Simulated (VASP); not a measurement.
Set up this calculation in VASP 6.6.1, as the native input.

* Task: single point
* Functional: revPBE
* Potentials or basis: VASP PAW PBE potentials, release 64 (Cd, O)
* Cutoff: 600 eV
* k mesh: 14 × 14 × 14
* Occupations: gaussian, width 0.1 eV
* Spin: collinear spin, zero start
* Starting moments: [0.0, 0.0] μB
* Dipole correction: no
* Further INCAR settings: ALGO = Normal; EDIFF = 1e-06; NBANDS = 20

The structure of CdO lies in POSCAR:

```
CdO
1.0
    0.0000000000      2.5431233176      2.5431233176
    2.5431233176      0.0000000000      2.5431233176
    2.5431233176      2.5431233176      0.0000000000
Cd O
1 1
Direct
    0.0000000000      0.0000000000      0.0000000000
    0.5000000000      0.5000000000      0.5000000000
```

These files were run (other wordings do the same):

INCAR

```
SYSTEM = CdO
  PREC = Accurate
  ENCUT = 600
  EDIFF = 1E-6
  ISMEAR = 0
  SIGMA = 0.1
  LREAL = .FALSE.
  LASPH = .TRUE.
  NELM = 200
  ALGO = Normal
  ISIF = 2
  LWAVE = .FALSE.
  LCHARG = .FALSE.
  ISPIN = 2
  MAGMOM = 0 0
  LORBIT = 11
  GGA = RE
  NBANDS = 20
  GGA_COMPAT = .FALSE.
```

KPOINTS

```
regular mesh
0
G
  14 14 14
  0 0 0
```

Potentials or basis: VASP PAW PBE potentials, release 64 (Cd, O).

Command:

```bash
$ cat potpaw_PBE.64/Cd/POTCAR potpaw_PBE.64/O/POTCAR > POTCAR
$ mpirun -np 1 vasp_std > vasp.out
```

It gave:

| Item | Value |
| --- | --- |
| Pressure | -12.7 GPa |
| Band gap on the k mesh | zero (filled and empty bands overlap) |
| Net moment | 0.00 μB per cell |
| Valence electrons inside the program's atomic spheres | Cd 10.10; O 4.84 |

Caveat: the cell stands under tension; semilocal functionals underestimate gaps, and a narrow one can read as zero; the PAW data sets were made with another functional, which shifts forces and pressure a little.

It took 3.7 min on 1 thread of AMD EPYC 7R43 64-Core Processor (Zen 3), with other jobs on the host, peak memory 0.24 GiB.
